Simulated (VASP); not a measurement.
Wanted: the native input for a VASP 6.6.1 run.

```yaml
Task: single point
Functional: LDA
Potentials_or_basis: VASP PAW LDA potentials, release 64 (B, N)
Cutoff: 600 eV
k_mesh: 10 × 10 × 10
Occupations: gaussian, width 0.01 eV
Spin: no spin polarisation
Dipole_correction: no
Further_INCAR_settings: ALGO = Normal; EDIFF = 1e-06; NBANDS = 11
```

The structure of BN (zinc blende) lies in POSCAR:

```
BN
1.0
    0.0000000000      1.8076000000      1.8076000000
    1.8076000000      0.0000000000      1.8076000000
    1.8076000000      1.8076000000      0.0000000000
B N
1 1
Direct
    0.0000000000      0.0000000000      0.0000000000
    0.2500000000      0.2500000000      0.2500000000
```

These files were run (other wordings do the same):

INCAR

```
  PREC = Accurate
  ENCUT = 600
  EDIFF = 1E-6
  ISMEAR = 0
  SIGMA = 0.01
  LREAL = False
  LASPH = True
  NELM = 120
  ALGO = Normal
  ISIF = 2
  LWAVE = False
  LCHARG = False
  GGA = CA
  NBANDS = 11
  GGA_COMPAT = False
```

KPOINTS

```
Automatic mesh
0
Gamma
  10 10 10
```

Potentials or basis: VASP PAW LDA potentials, release 64 (B, N).

Command:

```bash
$ cat potpaw_LDA.64/B/POTCAR potpaw_LDA.64/N/POTCAR > POTCAR
$ mpirun -np 1 vasp_std > vasp.out
```

It gave:

The pressure is -10.4 GPa. The band gap on the k mesh is 4.34 eV, indirect (least direct gap 8.68 eV).

Run time: 9.6 s on 1 thread of Intel Xeon 8259CL, on a shared host, peak memory 0.11 GiB.
